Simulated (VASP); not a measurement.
# Cr (Pm-3n) in VASP: relaxation of cell and atoms with PBE

Aim: the relaxation of cell and atoms of Cr with PBE.

Program: VASP 6.6.1. These are calculated values, not measurements. Logs are shortened: lines on timing, memory, paths and dates and some standing lists are left out, and cuts for length are marked.

## (1) The cell of the first run

Symmetry: Pm-3n, No. 223, cubic system. The conventional cell has a = 4.578 Å, b = 4.578 Å, c = 4.578 Å, α = 90.00°, β = 90.00°, γ = 90.00°. Cr (site symmetry m-3) has 12 Cr at 2.56 Å within 3.4 Å. Cr (site symmetry -4m2) has 14 Cr at 2.29 to 2.80 Å within 3.0 Å.

## (2) Relaxation of cell and atoms, PBE, collinear spin, ferromagnetic start

Input file INCAR:

```
ALGO = Normal ; EDIFF = 1E-7
EDIFFG = -0.01 ; ENCUT = 500
GGA = PE ; GGA_COMPAT = F
IBRION = 2 ; ISIF = 3
ISMEAR = -1 ; ISPIN = 2
LASPH = T ; LCHARG = F
LMAXMIX = 4 ; LORBIT = 11
LREAL = F ; LWAVE = F
MAGMOM = 1.5 1.5 1.5 1.5 1.5 1.5 1.5 1.5 ; NELM = 200
NELMIN = 4 ; NSW = 80
PREC = Accurate ; SIGMA = 0.05
```

Input file KPOINTS:

```
k-points
0
Gamma
  6 6 6
```

Input file POSCAR:

```
Cr
1.0
    4.5779058938      0.0000000000      0.0000000000
    0.0000000000      4.5779058938      0.0000000000
    0.0000000000      0.0000000000      4.5779058938
Cr
8
Direct
    0.0000000000      0.0000000000      0.0000000000
    0.5000000000      0.5000000000      0.5000000000
    0.2500000000      0.0000000000      0.5000000000
    0.7500000000      0.0000000000      0.5000000000
    0.5000000000      0.2500000000      0.0000000000
    0.5000000000      0.7500000000      0.0000000000
    0.0000000000      0.5000000000      0.2500000000
    0.0000000000      0.5000000000      0.7500000000
```

Potentials or basis: VASP PAW PBE potentials, release 64 (Cr_pv).

Started as:

```
$ cat potpaw_PBE.64/Cr_pv/POTCAR > POTCAR
$ mpirun -np 1 vasp_std > vasp.out
```

OUTCAR:

```text
EDIFF = 1E-7
   EDIFFG = -0.01
   ENCUT = 500
   GGA = PE
   IBRION = 2
   ISIF = 3
   ISMEAR = -1
   ISPIN = 2
   LASPH = T
   LORBIT = 11
   LREAL = F
   NELM = 200
   NELMIN = 4
   NSW = 80
   PREC = Accurate

 ion  position               nearest neighbor table
   1  0.000  0.000  0.000-   3 2.56   4 2.56   5 2.56   6 2.56   7 2.56   8 2.56   3 2.56   4 2.56
                             7 2.56   8 2.56   5 2.56   6 2.56
   2  0.500  0.500  0.500-   3 2.56   4 2.56   5 2.56   6 2.56   7 2.56   8 2.56   5 2.56   6 2.56
                             3 2.56   4 2.56   7 2.56   8 2.56
   3  0.250  0.000  0.500-   4 2.29   4 2.29   1 2.56   1 2.56   2 2.56   2 2.56   8 2.80   5 2.80
                             5 2.80   6 2.80   6 2.80   7 2.80   8 2.80   7 2.80
   4  0.750  0.000  0.500-   3 2.29   3 2.29   1 2.56   1 2.56   2 2.56   2 2.56   8 2.80   5 2.80
                             5 2.80   6 2.80   6 2.80   7 2.80   8 2.80   7 2.80
   5  0.500  0.250  0.000-   6 2.29   6 2.29   1 2.56   2 2.56   2 2.56   1 2.56   8 2.80   4 2.80
                             3 2.80   4 2.80   3 2.80   7 2.80   7 2.80   8 2.80
   6  0.500  0.750  0.000-   5 2.29   5 2.29   1 2.56   2 2.56   2 2.56   1 2.56   8 2.80   4 2.80
                             3 2.80   4 2.80   3 2.80   7 2.80   7 2.80   8 2.80
   7  0.000  0.500  0.250-   8 2.29   8 2.29   1 2.56   2 2.56   1 2.56   2 2.56   3 2.80   4 2.80
                             5 2.80   3 2.80   4 2.80   6 2.80   5 2.80   6 2.80
   8  0.000  0.500  0.750-   7 2.29   7 2.29   1 2.56   2 2.56   1 2.56   2 2.56   3 2.80   4 2.80
                             5 2.80   3 2.80   4 2.80   6 2.80   5 2.80   6 2.80

  LATTYP: Found a simple cubic cell.
 ALAT       =     4.5779058938

  Lattice vectors:

 A1 = (   4.5779058938,   0.0000000000,   0.0000000000)
 A2 = (   0.0000000000,   4.5779058938,   0.0000000000)
 A3 = (   0.0000000000,   0.0000000000,   4.5779058938)

Analysis of symmetry for initial positions (statically):
=====================================================================
 Subroutine PRICEL returns:
 Original cell was already a primitive cell.

 Routine SETGRP: Setting up the symmetry group for a
 simple cubic supercell.

 Subroutine GETGRP returns: Found 48 space group operations
 (whereof 24 operations were pure point group operations)
 out of a pool of 48 trial point group operations.

The static configuration has the point symmetry T_h .
 The point group associated with its full space group is O_h .

Analysis of symmetry for dynamics (positions and initial velocities):
=====================================================================
 Subroutine PRICEL returns:
 Original cell was already a primitive cell.

 Routine SETGRP: Setting up the symmetry group for a
 simple cubic supercell.

 Subroutine GETGRP returns: Found 48 space group operations
 (whereof 24 operations were pure point group operations)
 out of a pool of 48 trial point group operations.

The dynamic configuration has the point symmetry T_h .
 The point group associated with its full space group is O_h .

Analysis of structural, dynamic, and magnetic symmetry:
=====================================================================
 Subroutine PRICEL returns:
 Original cell was already a primitive cell.

 Routine SETGRP: Setting up the symmetry group for a
 simple cubic supercell.

 Subroutine GETGRP returns: Found 48 space group operations
 (whereof 24 operations were pure point group operations)
 out of a pool of 48 trial point group operations.

The overall configuration has the point symmetry T_h .
 The point group associated with its full space group is O_h .

 Subroutine INISYM returns: Found 48 space group operations
 (whereof 24 operations are pure point group operations),
 and found     1 'primitive' translations

----------------------------------------------------------------------------------------

                                     Primitive cell

  volume of cell :      95.9402

  direct lattice vectors                    reciprocal lattice vectors
     4.577905894  0.000000000  0.000000000     0.218440489  0.000000000  0.000000000
     0.000000000  4.577905894  0.000000000     0.000000000  0.218440489  0.000000000
     0.000000000  0.000000000  4.577905894     0.000000000  0.000000000  0.218440489

  length of vectors
     4.577905894  4.577905894  4.577905894     0.218440489  0.218440489  0.218440489

[... 79 lines left out ...]
   ISTART =      0    job   : 0-new  1-cont  2-samecut
   ICHARG =      2    charge: 1-file 2-atom 10-const
   ISPIN  =      2    spin polarized calculation?
   LNONCOLLINEAR =      F non collinear calculations
   LSORBIT =      F    spin-orbit coupling
   LASPH  =      T    aspherical Exc in radial PAW
   ENCUT  =  500.0 eV  36.75 Ry    6.06 a.u.   8.35  8.35  8.35*2*pi/ulx,y,z
   NELM   =    200;   NELMIN=  4; NELMDL= -5     # of ELM steps
   EDIFF  = 0.1E-06   stopping-criterion for ELM
   LREAL  =      F    real-space projection
   EDIFFG = -.1E-01   stopping-criterion for IOM
   NSW    =     80    number of steps for IOM
   IBRION =      2    ionic relax: 0-MD 1-quasi-New 2-CG
   NFREE  =      1    steps in history (QN), initial steepest desc. (CG)
   ISIF   =      3    stress and relaxation
   ISYM   =      2    0-nonsym 1-usesym 2-fastsym
   POTIM  = 0.5000    time-step for ionic-motion
   TEBEG  =    0.0;   TEEND  =   0.0 temperature during run
   PSTRESS=    0.0 pullay stress
   NELECT =      96.0000    total number of electrons
   NUPDOWN=      -1.0000    fix difference up-down
   EMIN   =  10.00;   EMAX   =-10.00  energy-range for DOS
   EFERMI =   0.00;   METHOD = LEGACY
   ISMEAR =    -1;   SIGMA  =   0.05  broadening in eV -4-tet -1-fermi 0-gaus
   EFERMI_NEDOS =   21; number of points for ismear=-14 and -15
   IALGO  =     38    algorithm
   IMIX   =      4    mixing-type and parameters
     AMIX     =   0.40;   BMIX     =  1.00
     AMIX_MAG =   1.60;   BMIX_MAG =  1.00
  volume/ion in A,a.u.               =      11.99        80.93
  Fermi-wavevector in a.u.,A,eV,Ry     =   1.637439  3.094310 36.480015  2.681205
  Thomas-Fermi vector in A             =   2.728578
   LORBIT       =     11    0 simple, 1 ext, 2 COOP (PROOUT), +10 PAW based schemes
   GGA     = PE    functional components
   LHFCALC =     F    Hartree Fock is set to
   AEXX    =    0.0000 exact exchange contribution
   IVDW    =     0    specifies the selected vdW correction
   LEPSILON=     F    determine dielectric tensor
   LRPA    =     F    only Hartree local field effects (RPA)
 conjugate gradient relaxation of ions
 spin polarized calculation
  energy-cutoff  :      500.00
  volume of cell :       95.94
 maximum number of plane-waves:      2469
 NGX is ok and might be reduce to    36
   NGX = 17   NGY = 17   NGZ = 17

--------------------------------------- Ionic step        1  -------------------------------------------

 number of electron      95.9999921 magnetization       0.0006760

 number of electron      95.9999921 magnetization      -0.0000247

 Free energy of the ion-electron system (eV)
  ---------------------------------------------------
  ext. energy  EPLUGINS =         0.00000000
  ---------------------------------------------------
  free energy    TOTEN  =       -75.54652168 eV

  energy without entropy =      -75.50106950  energy(sigma->0) =      -75.52379559

------------------------ aborting loop because EDIFF is reached ----------------------------------------

  FORCE on cell =-STRESS in cart. coord.  units (eV):
  Direction    XX          YY          ZZ          XY          YZ          ZX
  --------------------------------------------------------------------------------------
  -------------------------------------------------------------------------------------
  Total       -3.7149889     -3.7149889     -3.7149889     -0.0000000     -0.0000000     -0.0000000
  in kB      -62.0393909    -62.0393909    -62.0393909     -0.0000000     -0.0000000     -0.0000000
  external PRESSURE =     -62.0393909 kB  Pullay stress =       0.0000000 kB
[... 75 lines left out ...]
 number of electron      95.9999920 magnetization       0.0000003

 number of electron      95.9999920 magnetization      -0.0000001

 Free energy of the ion-electron system (eV)
  ---------------------------------------------------
  ext. energy  EPLUGINS =         0.00000000
  ---------------------------------------------------
  free energy    TOTEN  =       -75.59454670 eV

  energy without entropy =      -75.54994612  energy(sigma->0) =      -75.57224641

 E-fermi :  10.6666     XC(G=0): -13.5914

 val. band max:       10.6501670253   @ k =   0.5000   0.3333   0.0000
 cond. band min:      10.6762945772   @ k =   0.3333   0.3333   0.0000
 fundamental gap:      0.0261275519
 Fermi energy:        10.6666167007

 spin component 1

 k-point     1 :       0.0000    0.0000    0.0000
  band No.  band energies     occupation
      1     -33.0348      1.00000
      2     -33.0348      1.00000
      3     -32.9254      1.00000
      4     -32.7146      1.00000
      5     -32.7146      1.00000
      6     -32.7146      1.00000
[... 1249 lines left out ...]
     59      12.3768      0.00000
     60      12.3768      0.00000
 Fermi energy:        10.6666167007

 spin component 2

 k-point     1 :       0.0000    0.0000    0.0000
  band No.  band energies     occupation
      1     -33.0348      1.00000
      2     -33.0348      1.00000
      3     -32.9254      1.00000
      4     -32.7146      1.00000
      5     -32.7146      1.00000
      6     -32.7146      1.00000
[... 1249 lines left out ...]
     59      12.3768      0.00000
     60      12.3768      0.00000
 [bands above 60 left out]

------------------------ aborting loop because EDIFF is reached ----------------------------------------

  FORCE on cell =-STRESS in cart. coord.  units (eV):
  Direction    XX          YY          ZZ          XY          YZ          ZX
  --------------------------------------------------------------------------------------
  -------------------------------------------------------------------------------------
  Total       -0.0466383     -0.0466383     -0.0466383      0.0000000      0.0000000     -0.0000000
  in kB       -0.7988064     -0.7988064     -0.7988064      0.0000000      0.0000000     -0.0000000
  external PRESSURE =      -0.7988064 kB  Pullay stress =       0.0000000 kB
[... 23 lines left out ...]
  FREE ENERGIE OF THE ION-ELECTRON SYSTEM (eV)
  ---------------------------------------------------
  free  energy   TOTEN  =       -75.5945467023 eV

  energy  without entropy=      -75.5499461186  energy(sigma->0) =      -75.57224641

 reached required accuracy - stopping structural energy minimisation

 total charge

# of ion       s       p       d       tot
------------------------------------------
    1        0.456   6.418   4.206  11.081
    2        0.456   6.418   4.206  11.081
    3        0.440   6.395   4.216  11.052
    4        0.440   6.395   4.216  11.052
    5        0.440   6.395   4.216  11.052
    6        0.440   6.395   4.216  11.052
    7        0.440   6.395   4.216  11.052
    8        0.440   6.395   4.216  11.052
--------------------------------------------------
tot          3.555  51.208  33.709  88.472

 magnetization (x)

# of ion       s       p       d       tot
------------------------------------------
    1       -0.000  -0.000   0.000   0.000
    2       -0.000  -0.000   0.000   0.000
    3       -0.000   0.000  -0.000  -0.000
    4       -0.000   0.000  -0.000  -0.000
    5       -0.000   0.000  -0.000  -0.000
    6       -0.000   0.000  -0.000  -0.000
    7       -0.000   0.000  -0.000  -0.000
    8       -0.000   0.000  -0.000  -0.000
--------------------------------------------------
tot         -0.000   0.000  -0.000  -0.000
```

It took 7.2 min on 1 thread of Intel Xeon 6975P-C (Granite Rapids), shared host; peak memory 0.32 GiB.

What came out:

| Property | Result |
| --- | --- |
| Free energy | -75.5945 eV |
| Relaxed volume | 11.69 Å³/atom |
| Relaxed cell | a = 4.539 Å, b = 4.539 Å, c = 4.539 Å, α = 90.00°, β = 90.00°, γ = 90.00° |
| Space group after relaxing (to 0.1 Å) | Pm-3n (No. 223) |
| Energy gained by relaxing | 6.0 meV/atom |
| Ionic steps | 3 |
| Pressure after relaxing | -0.1 GPa |
| Band gap on the k mesh | zero (filled and empty bands overlap) |
| Net moment | 0.00 μB per cell |
| Valence electrons inside the program's atomic spheres | Cr 11.08, 11.05 (each value once) |

Step by step:
| step | energy change (eV) | largest force (eV/Å) | pressure (GPa) | volume (Å³) |
| --- | --- | --- | --- | --- |
| 1 | 0.0000 | 0.0000 | -6.20 | 95.94 |
| 2 | 0.0899 | 0.0000 | 11.83 | 89.64 |
| 3 | -0.0480 | 0.0000 | -0.08 | 93.54 |

Final structure:
```
CELL_PARAMETERS angstrom
4.53946 0.00000 0.00000
0.00000 4.53946 0.00000
0.00000 0.00000 4.53946
ATOMIC_POSITIONS crystal
Cr 0.00000 0.00000 0.00000
Cr 0.50000 0.50000 0.50000
Cr 0.25000 0.00000 0.50000
Cr 0.75000 0.00000 0.50000
Cr 0.50000 0.25000 0.00000
Cr 0.50000 0.75000 0.00000
Cr 0.00000 0.50000 0.25000
Cr 0.00000 0.50000 0.75000
```

Caveat: the moments typed at the start vanished in this run.

The gap in the log of VASP goes by the Fermi energy; the results here count the filled bands.